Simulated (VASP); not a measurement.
# Sn (Fd-3m) in VASP: further runs, part 3 of 3

VASP 6.6.1. Earlier steps stand in the parts before.

### Step 4. Single point, r2SCAN (36.48 Å³/atom)

This run uses another cell than the first one, of 36.48 Å³/atom.

POSCAR

```
Sn
1.0
    0.0000000000      3.3164700065      3.3164700065
    3.3164700065      0.0000000000      3.3164700065
    3.3164700065      3.3164700065      0.0000000000
Sn
2
Direct
    0.0000000000      0.0000000000      0.0000000000
    0.2500000000      0.2500000000      0.2500000000
```

INCAR.step1

```
PREC = Accurate
ENCUT = 520
ISMEAR = 0
SIGMA = 0.05
LREAL = False
LASPH = True
NELM = 100
NBANDS = 21
GGA = PE
ALGO = Normal
EDIFF = 1E-4
LWAVE = True
LCHARG = False
```

INCAR.step2

```
PREC = Accurate
ENCUT = 520
EDIFF = 1E-7
ISMEAR = 0
SIGMA = 0.05
LREAL = False
LASPH = True
NELM = 100
ALGO = Normal
ISIF = 2
LWAVE = False
LCHARG = False
METAGGA = R2SCAN
LMIXTAU = True
NBANDS = 21
ISTART = 1
```

KPOINTS

```
Automatic mesh
0
Gamma
  12 12 12
```

Potentials or basis: VASP PAW PBE potentials, release 64 (Sn_d).

Command:

```sh
$ cat potpaw_PBE.64/Sn_d/POTCAR > POTCAR
$ cp INCAR.step1 INCAR
$ mpirun -np 1 vasp_std > vasp.out
$ cp INCAR.step2 INCAR
$ mpirun -np 1 vasp_std > vasp.out
```

OUTCAR:

```text
PREC = Accurate
   ENCUT = 520
   EDIFF = 1E-7
   ISMEAR = 0
   LREAL = False
   LASPH = True
   NELM = 100
   ISIF = 2
   METAGGA = R2SCAN
   ISTART = 1

 ion  position               nearest neighbor table
   1  0.000  0.000  0.000-   2 2.87   2 2.87   2 2.87   2 2.87
   2  0.250  0.250  0.250-   1 2.87   1 2.87   1 2.87   1 2.87

  LATTYP: Found a face centered cubic cell.
 ALAT       =     6.6329400130

  Lattice vectors:

 A1 = (   0.0000000000,   3.3164700065,   3.3164700065)
 A2 = (   3.3164700065,   0.0000000000,   3.3164700065)
 A3 = (   3.3164700065,   3.3164700065,   0.0000000000)

Analysis of symmetry for initial positions (statically):
=====================================================================
 Subroutine PRICEL returns:
 Original cell was already a primitive cell.

 Routine SETGRP: Setting up the symmetry group for a
 face centered cubic supercell.

 Subroutine GETGRP returns: Found 48 space group operations
 (whereof 24 operations were pure point group operations)
 out of a pool of 48 trial point group operations.

The static configuration has the point symmetry T_d .
 The point group associated with its full space group is O_h .

Analysis of symmetry for dynamics (positions and initial velocities):
=====================================================================
 Subroutine PRICEL returns:
 Original cell was already a primitive cell.

 Routine SETGRP: Setting up the symmetry group for a
 face centered cubic supercell.

 Subroutine GETGRP returns: Found 48 space group operations
 (whereof 24 operations were pure point group operations)
 out of a pool of 48 trial point group operations.

The dynamic configuration has the point symmetry T_d .
 The point group associated with its full space group is O_h .

 Subroutine INISYM returns: Found 48 space group operations
 (whereof 24 operations are pure point group operations),
 and found     1 'primitive' translations

----------------------------------------------------------------------------------------

                                     Primitive cell

  volume of cell :      72.9555

  direct lattice vectors                    reciprocal lattice vectors
     0.000000000  3.316470006  3.316470006    -0.150762708  0.150762708  0.150762708
     3.316470006  0.000000000  3.316470006     0.150762708 -0.150762708  0.150762708
     3.316470006  3.316470006  0.000000000     0.150762708  0.150762708 -0.150762708

  length of vectors
     4.690196862  4.690196862  4.690196862     0.261128671  0.261128671  0.261128671

  position of ions in fractional coordinates (direct lattice)
     0.000000000  0.000000000  0.000000000
     0.250000000  0.250000000  0.250000000

  ion indices of the primitive-cell ions
   primitive index   ion index
                 1           1
                 2           2

----------------------------------------------------------------------------------------

 KPOINTS: Automatic mesh

Automatic generation of k-mesh.
 Grid dimensions read from file:
 generate k-points for:   12   12   12

 Generating k-lattice:

  Cartesian coordinates                     Fractional coordinates (reciprocal lattice)
    -0.012563559  0.012563559  0.012563559     0.083333333  0.000000000  0.000000000
     0.012563559 -0.012563559  0.012563559     0.000000000  0.083333333  0.000000000
     0.012563559  0.012563559 -0.012563559     0.000000000  0.000000000  0.083333333

  Length of vectors
     0.021760723  0.021760723  0.021760723

  Shift w.r.t. Gamma in fractional coordinates (k-lattice)
     0.000000000  0.000000000  0.000000000

 Subroutine IBZKPT returns following result:
 ===========================================

 Found     72 irreducible k-points:

 Following reciprocal coordinates:
            Coordinates               Weight
  0.000000  0.000000  0.000000      1.000000
  0.083333  0.000000  0.000000      8.000000
  0.166667  0.000000  0.000000      8.000000
  0.250000  0.000000  0.000000      8.000000
  0.333333  0.000000  0.000000      8.000000
  0.416667  0.000000  0.000000      8.000000
[... 16 lines left out ...]
  0.500000  0.166667  0.000000     24.000000
 -0.416667  0.166667  0.000000     24.000000
 [... further k-points ...]
   k-points           NKPTS =     72   k-points in BZ     NKDIM =     72   number of bands    NBANDS=     21
   number of dos      NEDOS =    301   number of ions     NIONS =      2
   total plane-waves  NPLWV =  46656
   dimension x,y,z NGX =    36 NGY =   36 NGZ =   36
   dimension x,y,z NGXF=    72 NGYF=   72 NGZF=   72
   ions per type =               2
   NGX,Y,Z   is equivalent  to a cutoff of  12.76, 12.76, 12.76 a.u.
   NGXF,Y,Z  is equivalent  to a cutoff of  25.52, 25.52, 25.52 a.u.
 SYSTEM =  unknown system
   PREC   = accura    normal or accurate (medium, high low for compatibility)
   ISTART =      1    job   : 0-new  1-cont  2-samecut
   ICHARG =      0    charge: 1-file 2-atom 10-const
   ISPIN  =      1    spin polarized calculation?
   LNONCOLLINEAR =      F non collinear calculations
   LSORBIT =      F    spin-orbit coupling
   LASPH  =      T    aspherical Exc in radial PAW
   ENCUT  =  520.0 eV  38.22 Ry    6.18 a.u.   8.72  8.72  8.72*2*pi/ulx,y,z
   NELM   =    100;   NELMIN=  2; NELMDL=  0     # of ELM steps
   EDIFF  = 0.1E-06   stopping-criterion for ELM
   LREAL  =      F    real-space projection
   EDIFFG = 0.1E-05   stopping-criterion for IOM
   NSW    =      0    number of steps for IOM
   IBRION =     -1    ionic relax: 0-MD 1-quasi-New 2-CG
   NFREE  =      0    steps in history (QN), initial steepest desc. (CG)
   ISIF   =      2    stress and relaxation
   ISYM   =      2    0-nonsym 1-usesym 2-fastsym
   POTIM  = 0.5000    time-step for ionic-motion
   TEBEG  =    0.0;   TEEND  =   0.0 temperature during run
   PSTRESS=    0.0 pullay stress
   NELECT =      28.0000    total number of electrons
   NUPDOWN=      -1.0000    fix difference up-down
   EMIN   =  10.00;   EMAX   =-10.00  energy-range for DOS
   EFERMI =   0.00;   METHOD = LEGACY
   ISMEAR =     0;   SIGMA  =   0.05  broadening in eV -4-tet -1-fermi 0-gaus
   EFERMI_NEDOS =   21; number of points for ismear=-14 and -15
   IALGO  =     38    algorithm
   IMIX   =      4    mixing-type and parameters
     AMIX     =   0.40;   BMIX     =  1.00
     AMIX_MAG =   1.60;   BMIX_MAG =  1.00
  volume/ion in A,a.u.               =      36.48       246.16
  Fermi-wavevector in a.u.,A,eV,Ry     =   1.189711  2.248228 19.257849  1.415412
  Thomas-Fermi vector in A             =   2.325812
   LORBIT       =      0    0 simple, 1 ext, 2 COOP (PROOUT), +10 PAW based schemes
   METAGGA = R2SCAN    functional components
   LHFCALC =     F    Hartree Fock is set to
   AEXX    =    0.0000 exact exchange contribution
   IVDW    =     0    specifies the selected vdW correction
   LEPSILON=     F    determine dielectric tensor
   LRPA    =     F    only Hartree local field effects (RPA)
 non-spin polarized calculation
 Gauss-broadening in eV      SIGMA  =   0.05
  energy-cutoff  :      520.00
  volume of cell :       72.96
 maximum number of plane-waves:      1992
   NGX = 17   NGY = 17   NGZ = 17

 number of electron      28.0000000 magnetization

 Free energy of the ion-electron system (eV)
  ---------------------------------------------------
  ext. energy  EPLUGINS =         0.00000000
  ---------------------------------------------------
  free energy    TOTEN  =       -49.48737653 eV

  energy without entropy =      -49.48725848  energy(sigma->0) =      -49.48731751

 E-fermi :   4.8816     XC(G=0):  -9.2851

 val. band max:        4.7734123679   @ k =   0.0833   0.0000   0.0000
 cond. band min:       4.9040187031   @ k =   0.5000   0.0000   0.0000
 fundamental gap:      0.1306063351
 Fermi energy:         4.8815993690

 k-point     1 :       0.0000    0.0000    0.0000
  band No.  band energies     occupation
      1     -17.3815      2.00000
      2     -17.3815      2.00000
      3     -17.3815      2.00000
      4     -17.3237      2.00000
      5     -17.3237      2.00000
      6     -17.0516      2.00000
[... 13 lines left out ...]
     20      13.0137      0.00000
     21      13.0137      0.00000
[... 529 lines left out ...]
 k-point    24 :      -0.4167    0.1667    0.0000
  band No.  band energies     occupation
      1     -17.4349      2.00000
      2     -17.4212      2.00000
      3     -17.3272      2.00000
      4     -17.2545      2.00000
      5     -17.2456      2.00000
      6     -17.1301      2.00000
[... 13 lines left out ...]
     20      12.9666      0.00000
     21      13.2429      0.00000

 [... further k-points ...]

------------------------ aborting loop because EDIFF is reached ----------------------------------------

  FORCE on cell =-STRESS in cart. coord.  units (eV):
  Direction    XX          YY          ZZ          XY          YZ          ZX
  --------------------------------------------------------------------------------------
  -------------------------------------------------------------------------------------
  Total       -0.5654536     -0.5654536     -0.5654536      0.0000000      0.0000000     -0.0000000
  in kB      -12.4179327    -12.4179327    -12.4179327      0.0000000      0.0000000     -0.0000000
  external PRESSURE =     -12.4179327 kB  Pullay stress =       0.0000000 kB

 VOLUME and BASIS-vectors are now :
 -----------------------------------------------------------------------------
  energy-cutoff  :      520.00
  volume of cell :       72.96
      direct lattice vectors                 reciprocal lattice vectors
     0.000000000  3.316470006  3.316470006    -0.150762708  0.150762708  0.150762708
     3.316470006  0.000000000  3.316470006     0.150762708 -0.150762708  0.150762708
     3.316470006  3.316470006  0.000000000     0.150762708  0.150762708 -0.150762708

 POSITION                                       TOTAL-FORCE (eV/Angst)
 -----------------------------------------------------------------------------------
      0.00000      0.00000      0.00000         0.000000      0.000000     -0.000000
      1.65824      1.65824      1.65824        -0.000000     -0.000000      0.000000
 -----------------------------------------------------------------------------------
    total drift:                                0.000000      0.000000      0.000000

  FREE ENERGIE OF THE ION-ELECTRON SYSTEM (eV)
  ---------------------------------------------------
  free  energy   TOTEN  =       -49.4873765311 eV

  energy  without entropy=      -49.4872584834  energy(sigma->0) =      -49.48731751
```

OSZICAR.step1:

```text
N       E                     dE             d eps       ncg     rms          rms(c)
DAV:   1     0.224527226724E+03    0.22453E+03   -0.14561E+04  3069   0.187E+03
DAV:   2     0.169262169564E+02   -0.20760E+03   -0.20328E+03  3039   0.443E+02
DAV:   3    -0.690729119388E+01   -0.23834E+02   -0.23710E+02  3544   0.139E+02
DAV:   4    -0.770478734417E+01   -0.79750E+00   -0.79704E+00  3449   0.284E+01
DAV:   5    -0.773739152898E+01   -0.32604E-01   -0.32604E-01  4442   0.534E+00    0.293E+00
DAV:   6    -0.770494359449E+01    0.32448E-01   -0.26103E-02  4036   0.201E+00    0.171E+00
DAV:   7    -0.768965833977E+01    0.15285E-01   -0.39063E-02  3314   0.207E+00    0.157E-01
DAV:   8    -0.769135864818E+01   -0.17003E-02   -0.53125E-03  3414   0.811E-01    0.505E-02
DAV:   9    -0.769177524585E+01   -0.41660E-03   -0.48605E-04  2688   0.141E-01    0.121E-02
DAV:  10    -0.769180239869E+01   -0.27153E-04   -0.47074E-05  2886   0.566E-02
   1 F= -.76918024E+01 E0= -.76915630E+01  d E =-.478850E-03
```

It took 4.9 min on 1 thread of AMD EPYC 9R45 (Zen 5), shared host; peak memory 0.24 GiB.

Results:

- Free energy: -49.4874 eV
- Pressure: -1.2 GPa
- Band gap on the k mesh: zero (filled and empty bands overlap)

Levels at points of the mesh, in eV from the Fermi level:
| k point | band 11 | band 12 | band 13 | band 14 | band 15 | band 16 | band 17 | band 18 |
| --- | --- | --- | --- | --- | --- | --- | --- | --- |
| (0.00, 0.00, 0.00) | -10.67 | -0.81 | 0.03 | 0.03 | 0.03 | 2.23 | 2.23 | 2.23 |
| (0.50, 0.00, 0.00) | -9.09 | -6.33 | -1.15 | -1.15 | 0.02 | 3.36 | 3.36 | 5.99 |
| (0.50, 0.50, 0.00) | -7.62 | -7.62 | -2.44 | -2.44 | 1.00 | 1.00 | 7.75 | 7.75 |

Caveat: the PAW data sets were made with another functional, which shifts forces and pressure a little; spin-orbit coupling is left out, which moves the levels of the heavy elements.

### Step 5. Single point, r2SCAN

POSCAR

```
Sn
1.0
    0.0000000000      3.3282942044      3.3282942044
    3.3282942044      0.0000000000      3.3282942044
    3.3282942044      3.3282942044      0.0000000000
Sn
2
Direct
    0.0000000000      0.0000000000      0.0000000000
    0.2500000000      0.2500000000      0.2500000000
```

INCAR.step1

```
SYSTEM = Sn
ALGO = Normal ; EDIFF = 1E-4
ENCUT = 520 ; GGA = PE
ISMEAR = 0 ; LASPH = .True.
LCHARG = .False. ; LREAL = .False.
LWAVE = .True. ; NBANDS = 21
NELM = 60 ; PREC = Accurate
SIGMA = 0.05
```

INCAR.step2

```
SYSTEM = Sn
ALGO = Normal ; EDIFF = 1E-7
ENCUT = 520 ; ISIF = 2
ISMEAR = 0 ; ISTART = 1
LASPH = .True. ; LCHARG = .True.
LELF = .True. ; LMIXTAU = .True.
LREAL = .False. ; LVHAR = .True.
LWAVE = .False. ; METAGGA = R2SCAN
NBANDS = 21 ; NELM = 60
PREC = Accurate ; SIGMA = 0.05
```

KPOINTS

```
k-points
0
Gamma
  12 12 12
  0 0 0
```

Command:

```sh
$ cat potpaw_PBE.64/Sn_d/POTCAR > POTCAR
$ cp INCAR.step1 INCAR
$ mpirun -np 1 vasp_std > vasp.out
$ cp INCAR.step2 INCAR
$ mpirun -np 1 vasp_std > vasp.out
```

Wall time 5.1 min (1 thread of AMD EPYC 9R45 (Zen 5), shared host); peak memory 0.23 GiB.

It converged, with:

```
Free energy            : -49.4807 eV
Pressure               : -1.6 GPa
Band gap on the k mesh : zero (bands 14 and 15 overlap by 0.02 eV)
```

Levels at points of the mesh, in eV from the Fermi level:
| k point | band 11 | band 12 | band 13 | band 14 | band 15 | band 16 | band 17 | band 18 |
| --- | --- | --- | --- | --- | --- | --- | --- | --- |
| (0.00, 0.00, 0.00) | -10.59 | -0.88 | 0.04 | 0.04 | 0.04 | 2.25 | 2.25 | 2.25 |
| (0.50, 0.00, 0.00) | -9.03 | -6.28 | -1.12 | -1.12 | 0.02 | 3.37 | 3.37 | 6.00 |
| (0.50, 0.50, 0.00) | -7.57 | -7.57 | -2.39 | -2.39 | 1.03 | 1.03 | 7.69 | 7.69 |

Caveat: the PAW data sets were made with another functional, which shifts forces and pressure a little; spin-orbit coupling is left out, which moves the levels of the heavy elements.

### Step 6. Summary

| level | cell | k mesh | gap on the mesh (eV) | pressure (GPa) |
| --- | --- | --- | --- | --- |
| PBE | a = 4.707 Å, angles 60.0°, 2 atoms | 6 × 6 × 6 | none | 0.0 |
| r2SCAN | a = 4.642 Å, angles 60.0°, 2 atoms | 12 × 12 × 12 | none | 0.0 |
| r2SCAN | a = 4.690 Å, angles 60.0°, 2 atoms | 12 × 12 × 12 | none | -1.2 |
| r2SCAN | a = 4.707 Å, angles 60.0°, 2 atoms | 12 × 12 × 12 | none | -1.6 |

Alike in all rows: task single point; potentials or basis VASP PAW PBE potentials, release 64 (Sn_d); no spin polarisation; cutoff (eV) 520; smearing gaussian 0.05 eV.

Caveats: spin-orbit coupling is left out, which moves the levels of the heavy elements; the PAW data sets were made with another functional, which shifts forces and pressure a little (at least some runs).

Total energies depend on the potentials used, so only differences within one code and one set of settings carry meaning.

The gap in the log of VASP goes by the Fermi energy; the results here count the filled bands.